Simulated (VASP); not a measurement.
NaCl:

```xyz
4
Lattice="3.8923 0.0000 0.0000 -1.9461 3.3708 0.0000 0.0000 0.0000 6.7368" Properties=species:S:1:pos:R:3 pbc="T T T"
Na    0.0000    0.0000    0.0000
Na    0.0000    0.0000    3.3684
Cl    0.0000    2.2472    1.6842
Cl    1.9461    1.1236    5.0526
```

Base run:

```yaml
Program: VASP 6.6.1
Functional: PBE
Potentials_or_basis: VASP PAW PBE potentials, release 64 (Na_pv, Cl)
Cutoff: 520 eV
k_mesh: 6 × 6 × 4
Occupations: gaussian, width 0.01 eV
Spin: no spin polarisation
```

Its results: band gap on the k mesh 5.07 eV, direct; pressure 1.2 GPa.

Q: The run is repeated on the same cell with these changes: functional from PBE to r2SCAN. What comes out?

A: Band gap on the k mesh 5.89 eV, direct; pressure -0.2 GPa.

r2SCAN gives the wider gap, since meta-GGAs in the generalised Kohn-Sham scheme recover part of the derivative discontinuity.

Caveats: the PAW data sets were made with another functional, which shifts forces and pressure a little (some runs).

A k mesh can miss the band edges.
